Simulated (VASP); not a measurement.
# Zr (P6_3/mmc) in VASP: further runs, part 2 of 2

VASP 6.6.1. Earlier steps stand in the parts before.

## (4) Relaxation of cell and atoms, LDA

Input file INCAR:

```
ALGO = Normal ; EDIFF = 1E-6
EDIFFG = -0.01 ; ENCUT = 600
GGA = CA ; IBRION = 2
ISIF = 3 ; ISMEAR = -1
LASPH = T ; LCHARG = F
LREAL = F ; LWAVE = F
NELM = 100 ; NSW = 60
PREC = Accurate ; SIGMA = 0.05
```

Input file KPOINTS:

```
k-points
0
Gamma
  9 9 5
```

Input file POSCAR:

```
Zr
1.0
    3.2320000000      0.0000000000      0.0000000000
   -1.6160000000      2.7989941050      0.0000000000
    0.0000000000      0.0000000000      5.1470000000
Zr
2
Direct
    0.6666666667      0.3333333333      0.7500000000
    0.3333333333      0.6666666667      0.2500000000
```

Potentials or basis: VASP PAW LDA potentials, release 64 (Zr_sv).

Launch:

```sh
$ cat potpaw_LDA.64/Zr_sv/POTCAR > POTCAR
$ mpirun -np 1 vasp_std > vasp.out
```

OUTCAR:

```text
EDIFF = 1E-6
   EDIFFG = -0.01
   ENCUT = 600
   GGA = CA
   IBRION = 2
   ISIF = 3
   ISMEAR = -1
   LASPH = T
   LREAL = F
   NELM = 100
   NSW = 60
   PREC = Accurate

 ion  position               nearest neighbor table
   1  0.667  0.333  0.750-   2 3.18   2 3.18   2 3.18   2 3.18   2 3.18   2 3.18
   2  0.333  0.667  0.250-   1 3.18   1 3.18   1 3.18   1 3.18   1 3.18   1 3.18

  LATTYP: Found a hexagonal cell.
 ALAT       =     3.2320000000
 C/A-ratio  =     1.5925123762

  Lattice vectors:

 A1 = (   3.2320000000,   0.0000000000,   0.0000000000)
 A2 = (  -1.6160000000,   2.7989941050,   0.0000000000)
 A3 = (   0.0000000000,   0.0000000000,   5.1470000000)

Analysis of symmetry for initial positions (statically):
=====================================================================
 Subroutine PRICEL returns:
 Original cell was already a primitive cell.

[... 214 lines left out ...]
 fundamental gap:      0.0763320411
 Fermi energy:        10.3149324253

 k-point     1 :       0.0000    0.0000    0.0000
  band No.  band energies     occupation
      1     -38.0492      2.00000
      2     -37.7879      2.00000
      3     -16.9768      2.00000
      4     -15.6727      2.00000
      5     -15.6727      2.00000
      6     -15.4695      2.00000
[... 590 lines left out ...]
--------------------------------------- Ionic step        6  -------------------------------------------

 number of electron      24.0000000 magnetization

 Free energy of the ion-electron system (eV)
  ---------------------------------------------------
  ext. energy  EPLUGINS =         0.00000000
  ---------------------------------------------------
  free energy    TOTEN  =       -18.59751475 eV

  energy without entropy =      -18.57941727  energy(sigma->0) =      -18.58846601

 E-fermi :   9.5321     XC(G=0): -11.5941

 val. band max:        9.4907152551   @ k =   0.4444   0.0000   0.0000
 cond. band min:       9.5427401870   @ k =   0.2222   0.2222   0.4000
 fundamental gap:      0.0520249319
 Fermi energy:         9.5321003279

 k-point     1 :       0.0000    0.0000    0.0000
  band No.  band energies     occupation
      1     -38.9046      2.00000
      2     -38.7098      2.00000
      3     -17.6844      2.00000
      4     -16.6049      2.00000
      5     -16.6049      2.00000
      6     -16.4661      2.00000
[... 476 lines left out ...]
  FREE ENERGIE OF THE ION-ELECTRON SYSTEM (eV)
  ---------------------------------------------------
  free  energy   TOTEN  =       -18.5975147520 eV

  energy  without entropy=      -18.5794172721  energy(sigma->0) =      -18.58846601

 reached required accuracy - stopping structural energy minimisation
```

OSZICAR:

```text
N       E                     dE             d eps       ncg     rms          rms(c)
DAV:   1     0.228237968056E+03    0.22824E+03   -0.14683E+04  1152   0.166E+03
DAV:   2    -0.454495223158E+01   -0.23278E+03   -0.23096E+03  1472   0.435E+02
DAV:   3    -0.190529597386E+02   -0.14508E+02   -0.14418E+02  2224   0.824E+01
DAV:   4    -0.193246292860E+02   -0.27167E+00   -0.27166E+00  1232   0.126E+01
[... 48 lines left out ...]
DAV:   1    -0.186018444241E+02   -0.46237E-02   -0.26736E-01  1152   0.486E+00    0.363E-01
DAV:   2    -0.185984797257E+02    0.33647E-02   -0.85723E-03  1360   0.728E-01    0.171E-01
DAV:   3    -0.185975104494E+02    0.96928E-03   -0.38989E-03  1520   0.440E-01    0.275E-02
DAV:   4    -0.185975144787E+02   -0.40293E-05   -0.62054E-05  1408   0.764E-02    0.126E-02
DAV:   5    -0.185975147520E+02   -0.27329E-06   -0.29653E-06  1152   0.140E-02
   6 F= -.18597515E+02 E0= -.18588466E+02  d E =-.150869E-02
```

CONTCAR:

```text
Zr
   1.00000000000000
     3.1448783062624659    0.0000000000000000    0.0000000000000000
    -1.5724391531312329    2.7235445050050826   -0.0000000000000000
     0.0000000000000000   -0.0000000000000000    5.0933717736951527
  Zr
     2
Direct
     0.6666666667000030    0.3333333332999970    0.7500000000000000
     0.3333333332999970    0.6666666667000030    0.2500000000000000

  0.00000000E+00  0.00000000E+00  0.00000000E+00
  0.00000000E+00  0.00000000E+00  0.00000000E+00
```

Run time: 3.3 min. Hardware: 1 thread of AMD EPYC 7R13, shared host; peak memory 0.15 GiB.

Results:

```yaml
Free_energy: -18.5975 eV
Relaxed_volume: 21.81 Å³/atom
Relaxed_cell: a = 3.145 Å, b = 3.145 Å, c = 5.093 Å, α = 90.00°, β = 90.00°, γ = 120.00°
Space_group_after_relaxing_to_0.05_Å: P6_3/mmc (No. 194)
Energy_gained_by_relaxing: 29.2 meV/atom
Ionic_steps: 6
Pressure_after_relaxing: 0.0 GPa
Band_gap_on_the_k_mesh: zero (band 12 reaches 10.40 eV, above the bottom of band 13 at 9.31 eV)
```

Step by step:
```tsv
step	energy change (eV)	largest force (eV/Å)	pressure (GPa)	volume (Å³)
1	0.0000	0.0000	-5.99	46.56
2	0.0035	0.0000	7.41	40.94
3	-0.0568	0.0000	-0.02	43.70
4	-0.0568	0.0000	0.10	43.65
5	-0.0580	0.0000	0.06	43.64
6	-0.0583	0.0000	0.03	43.63
```

Final structure:
```cif
data_structure
_symmetry_space_group_name_H-M 'P 1'
_symmetry_Int_Tables_number 1
_cell_length_a 3.1449
_cell_length_b 3.1449
_cell_length_c 5.0934
_cell_angle_alpha 90.000
_cell_angle_beta 90.000
_cell_angle_gamma 120.000
_cell_volume 43.63
loop_
_atom_site_label
_atom_site_type_symbol
_atom_site_fract_x
_atom_site_fract_y
_atom_site_fract_z
_atom_site_occupancy
Zr1 Zr 0.66667 0.33333 0.75000 1
Zr2 Zr 0.33333 0.66667 0.25000 1
```

Levels at points of the mesh, in eV from the Fermi level:
| k point | band 8 | band 9 | band 10 | band 11 | band 12 | band 13 | band 14 | band 15 | band 16 |
| --- | --- | --- | --- | --- | --- | --- | --- | --- | --- |
| (0.00, 0.00, 0.00) | -25.98 | -5.73 | -3.21 | 0.86 | 0.87 | 0.87 | 1.39 | 1.59 | 1.59 |

LDA usually gives volumes a few per cent too small. Zero-point motion and thermal expansion aren't in these numbers.

## (5) Overview

```tsv
task	level	potentials or basis	cell	cutoff (eV)	smearing	gap on the mesh (eV)	pressure (GPa)
single point	PBE	VASP PAW PBE potentials, release 64 (Zr_sv)	as given	520	gaussian 0.027 eV	none	0.6
single point	PBE	VASP PAW PBE potentials, release 64 (Zr_sv)	as given	520	gaussian 0.028 eV	none	0.6
relaxation of cell and atoms	LDA	VASP PAW LDA potentials, release 64 (Zr_sv)	relaxed	600	fermi-dirac 0.05 eV	none	0.0
```

Alike in all rows: no spin polarisation; k mesh 9 × 9 × 5.

Absolute energies hang on the potentials; compare differences alone.
